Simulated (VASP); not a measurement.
# AlRu (Pm-3m) in VASP: notebook, part 2 of 2

VASP 6.6.1.

## 4. Relaxation of cell and atoms, PBE, target pressure 2 GPa, at which the enthalpy is minimised

This run uses another cell than the first one, of 13.39 Å³/atom, 0.996 times its volume.

The input, INCAR:

```
ALGO     = Normal         # electronic algorithm
EDIFF    = 1E-6           # SCF threshold, eV
EDIFFG   = -0.01          # ionic threshold
ENCUT    = 600            # plane-wave cutoff, eV
GGA      = PE             # functional
IBRION   = 2              # ionic algorithm
ISIF     = 3              # what is computed and relaxed
ISMEAR   = -1             # smearing method
LASPH    = T              # aspherical terms in the spheres
LCHARG   = F              # write CHGCAR
LREAL    = F              # projectors in reciprocal space
LWAVE    = F              # write WAVECAR
NELM     = 60             # most SCF steps
NSW      = 100            # ionic steps
PREC     = Accurate       # precision mode
PSTRESS  = 20.0         
SIGMA    = 0.1            # smearing width, eV
```

The input, KPOINTS:

```
k-points
0
Gamma
  11 11 11
```

The input, POSCAR:

```
AlRu
1.0
    2.9916000000      0.0000000000      0.0000000000
    0.0000000000      2.9916000000      0.0000000000
    0.0000000000      0.0000000000      2.9916000000
Al Ru
1 1
Direct
    0.0000000000      0.0000000000      0.0000000000
    0.5000000000      0.5000000000      0.5000000000
```

Launch:

```
$ cat potpaw_PBE.64/Al/POTCAR potpaw_PBE.64/Ru_pv/POTCAR > POTCAR
$ mpirun -np 1 vasp_std > vasp.out
```

It took 24 s on 1 thread of Intel Xeon 6975P-C, shared host; peak memory 0.16 GiB.

It converged, with:

```
Free energy                                            : -14.2779 eV
Relaxed volume                                         : 13.43 Å³/atom
Relaxed cell                                           : a = 2.995 Å, b = 2.995 Å, c = 2.995 Å, α = 90.00°, β = 90.00°, γ = 90.00°
Space group after relaxing (to 0.05 Å)                 : Pm-3m (No. 221)
Energy change on relaxing (the enthalpy is what falls) : -0.7 meV/atom
Ionic steps                                            : 3
Pressure after relaxing                                : 2.0 GPa
```

Step by step:
| step | energy change (eV) | largest force (eV/Å) | pressure (GPa) | volume (Å³) |
| --- | --- | --- | --- | --- |
| 1 | 0.0000 | 0.0000 | 2.77 | 26.77 |
| 2 | -0.0028 | 0.0000 | 0.79 | 27.02 |
| 3 | -0.0014 | 0.0000 | 2.01 | 26.87 |

Final structure:
```
Al Ru
1.0
     2.99514    0.00000    0.00000
     0.00000    2.99514    0.00000
     0.00000    0.00000    2.99514
Al Ru
1 1
Direct
  0.00000 0.00000 0.00000
  0.50000 0.50000 0.50000
```

Levels at points of the mesh, in eV from the Fermi level:
| k point | band 7 | band 8 | band 9 | band 10 | band 11 | band 12 |
| --- | --- | --- | --- | --- | --- | --- |
| (0.00, 0.00, 0.00) | 0.17 | 0.17 | 0.17 | 6.06 | 6.06 | 6.06 |

Caveat: the cell is relaxed towards a set pressure, so the enthalpy falls and the energy may rise. PBE usually gives volumes a little too large and moduli too small.

## 5. Relaxation of cell and atoms, PBE, target pressure 4 GPa, at which the enthalpy is minimised

This run uses another cell than the first one, of 13.39 Å³/atom, 0.996 times its volume.

The input, INCAR:

```
ALGO = Normal
EDIFF = 1E-6
EDIFFG = -0.01
ENCUT = 600
GGA = PE
IBRION = 2
ISIF = 3
ISMEAR = -1
LASPH = True
LCHARG = False
LREAL = False
LWAVE = False
NELM = 80
NSW = 100
PREC = Accurate
PSTRESS = 40.0
SIGMA = 0.1
```

KPOINTS is that of step 4.

POSCAR is that of step 4.

Launch:

```
$ cat potpaw_PBE.64/Al/POTCAR potpaw_PBE.64/Ru_pv/POTCAR > POTCAR
$ mpirun -np 1 vasp_std > vasp.out
```

Wall time 26 s (1 thread of Intel Xeon 6975P-C, shared host); peak memory 0.16 GiB.

It converged, with:

| Property | Result |
| --- | --- |
| Free energy | -14.2733 eV |
| Relaxed volume | 13.31 Å³/atom |
| Relaxed cell | a = 2.986 Å, b = 2.986 Å, c = 2.986 Å, α = 90.00°, β = 90.00°, γ = 90.00° |
| Space group after relaxing (to 0.05 Å) | Pm-3m (No. 221) |
| Energy change on relaxing (the enthalpy is what falls) | +1.6 meV/atom |
| Ionic steps | 3 |
| Pressure after relaxing | 4.0 GPa |

The path:
```tsv
step	energy change (eV)	largest force (eV/Å)	pressure (GPa)	volume (Å³)
1	0.0000	0.0000	2.77	26.77
2	0.0108	0.0000	6.07	26.38
3	0.0032	0.0000	4.00	26.62
```

Final structure:
```
Al Ru
1.0
     2.98594    0.00000    0.00000
     0.00000    2.98594    0.00000
     0.00000    0.00000    2.98594
Al Ru
1 1
Direct
  0.00000 0.00000 0.00000
  0.50000 0.50000 0.50000
```

Levels at points of the mesh, in eV from the Fermi level:
| k point | band 5 | band 6 | band 7 | band 8 | band 9 | band 10 | band 11 | band 12 |
| --- | --- | --- | --- | --- | --- | --- | --- | --- |
| (0.00, 0.00, 0.00) | -3.60 | -3.60 | 0.17 | 0.17 | 0.17 | 6.10 | 6.10 | 6.10 |

Caveat: the cell is relaxed towards a set pressure, so the enthalpy falls and the energy may rise.

## 6. Relaxation of cell and atoms, PBE, target pressure 6 GPa, at which the enthalpy is minimised

This run uses another cell than the first one, of 13.39 Å³/atom, 0.996 times its volume.

The input, INCAR:

```
SYSTEM = AlRu
ALGO = Normal
EDIFF = 1E-7
EDIFFG = -0.01
ENCUT = 600
GGA = PE
IBRION = 2
ISIF = 3
ISMEAR = -1
LASPH = .True.
LCHARG = .False.
LREAL = .False.
LWAVE = .False.
NELM = 100
NSW = 100
PREC = Accurate
PSTRESS = 60.0
SIGMA = 0.1
```

The input, KPOINTS:

```
k-points
0
Gamma
  11 11 11
  0 0 0
```

POSCAR is that of step 5.

Potentials or basis: VASP PAW PBE potentials, release 64 (Al, Ru_pv).

Launch:

```
$ cat potpaw_PBE.64/Al/POTCAR potpaw_PBE.64/Ru_pv/POTCAR > POTCAR
$ mpirun -np 1 vasp_std > vasp.out
```

Run time: 30 s. Hardware: 1 thread of Intel Xeon 6975P-C, shared host; peak memory 0.16 GiB.

It converged, with:

| Quantity | Value |
| --- | --- |
| Free energy | -14.2661 eV |
| Relaxed volume | 13.19 Å³/atom |
| Relaxed cell | a = 2.977 Å, b = 2.977 Å, c = 2.977 Å, α = 90.00°, β = 90.00°, γ = 90.00° |
| Space group after relaxing (to 0.05 Å) | Pm-3m (No. 221) |
| Energy change on relaxing (the enthalpy is what falls) | +5.2 meV/atom |
| Ionic steps | 3 |
| Pressure after relaxing | 6.0 GPa |

The path:
| step | energy change (eV) | largest force (eV/Å) | pressure (GPa) | volume (Å³) |
| --- | --- | --- | --- | --- |
| 1 | 0.0000 | 0.0000 | 2.77 | 26.77 |
| 2 | 0.0466 | 0.0000 | 12.01 | 25.74 |
| 3 | 0.0104 | 0.0000 | 5.98 | 26.39 |

Final structure:
```
CELL_PARAMETERS angstrom
2.97719 0.00000 0.00000
0.00000 2.97719 0.00000
0.00000 0.00000 2.97719
ATOMIC_POSITIONS crystal
Al 0.00000 0.00000 0.00000
Ru 0.50000 0.50000 0.50000
```

Levels at points of the mesh, in eV from the Fermi level:
```csv
k point,band 5,band 6,band 7,band 8,band 9,band 10,band 11,band 12
"(0.00, 0.00, 0.00)",-3.65,-3.65,0.18,0.18,0.18,6.15,6.15,6.15
```

Caveat: the cell is relaxed towards a set pressure, so the enthalpy falls and the energy may rise.

## 7. Relaxation of cell and atoms, PBE, target pressure 8 GPa, at which the enthalpy is minimised

This run uses another cell than the first one, of 13.39 Å³/atom, 0.996 times its volume.

The input, INCAR:

```
SYSTEM = AlRu
PREC = Accurate
ENCUT = 600
EDIFF = 1E-6
ISMEAR = -1
SIGMA = 0.1
LREAL = .FALSE.
LASPH = .TRUE.
NELM = 80
ALGO = Normal
ISIF = 3
LWAVE = .FALSE.
LCHARG = .FALSE.
GGA = PE
IBRION = 2
NSW = 100
EDIFFG = -0.01
PSTRESS = 80.0
```

The input, KPOINTS:

```
Automatic mesh
0
G
  11 11 11
  0 0 0
```

POSCAR is that of step 6.

Launch:

```
$ cat potpaw_PBE.64/Al/POTCAR potpaw_PBE.64/Ru_pv/POTCAR > POTCAR
$ mpirun -np 1 vasp_std > vasp.out
```

Run time: 29 s. Hardware: 1 thread of Intel Xeon 6975P-C, shared host; peak memory 0.16 GiB.

The run converged. Its results:

| Property | Result |
| --- | --- |
| Free energy | -14.2565 eV |
| Relaxed volume | 13.08 Å³/atom |
| Relaxed cell | a = 2.969 Å, b = 2.969 Å, c = 2.969 Å, α = 90.00°, β = 90.00°, γ = 90.00° |
| Space group after relaxing (to 0.05 Å) | Pm-3m (No. 221) |
| Energy change on relaxing (the enthalpy is what falls) | +10.0 meV/atom |
| Ionic steps | 3 |
| Pressure after relaxing | 7.9 GPa |

The path:
| step | energy change (eV) | largest force (eV/Å) | pressure (GPa) | volume (Å³) |
| --- | --- | --- | --- | --- |
| 1 | 0.0000 | 0.0000 | 2.77 | 26.77 |
| 2 | 0.1058 | 0.0000 | 18.59 | 25.12 |
| 3 | 0.0200 | 0.0000 | 7.94 | 26.17 |

Final structure:
```
Al Ru
1.0
     2.96889    0.00000    0.00000
     0.00000    2.96889    0.00000
     0.00000    0.00000    2.96889
Al Ru
1 1
Direct
  0.00000 0.00000 0.00000
  0.50000 0.50000 0.50000
```

Levels at points of the mesh, in eV from the Fermi level:
```
           k point  band 5  band 6  band 7  band 8  band 9  band 10  band 11  band 12
(0.00, 0.00, 0.00)   -3.70   -3.70    0.18    0.18    0.18     6.19     6.19     6.19
```

Caveat: the cell is relaxed towards a set pressure, so the enthalpy falls and the energy may rise.

## 8. Overview

| task | cell | cutoff (eV) | gap on the mesh (eV) | pressure (GPa) |
| --- | --- | --- | --- | --- |
| single point | a = 2.995 Å, 2 atoms | 520 | none | 2.0 |
| relaxation of cell and atoms | relaxed from a = 2.992 Å, 2 atoms | 600 | none | 0.0 |
| relaxation of cell and atoms | relaxed to 2 GPa from a = 2.992 Å, 2 atoms | 600 | none | 2.0 |
| relaxation of cell and atoms | relaxed to 4 GPa from a = 2.992 Å, 2 atoms | 600 | none | 4.0 |
| relaxation of cell and atoms | relaxed to 6 GPa from a = 2.992 Å, 2 atoms | 600 | none | 6.0 |
| relaxation of cell and atoms | relaxed to 8 GPa from a = 2.992 Å, 2 atoms | 600 | none | 7.9 |

Alike in all rows: level PBE; potentials or basis VASP PAW PBE potentials, release 64 (Al, Ru_pv); no spin polarisation; k mesh 11 × 11 × 11; smearing fermi-dirac 0.1 eV.

Caveats: the cell is relaxed towards a set pressure, so the enthalpy falls and the energy may rise (some runs).

Absolute energies hang on the potentials; compare differences alone.
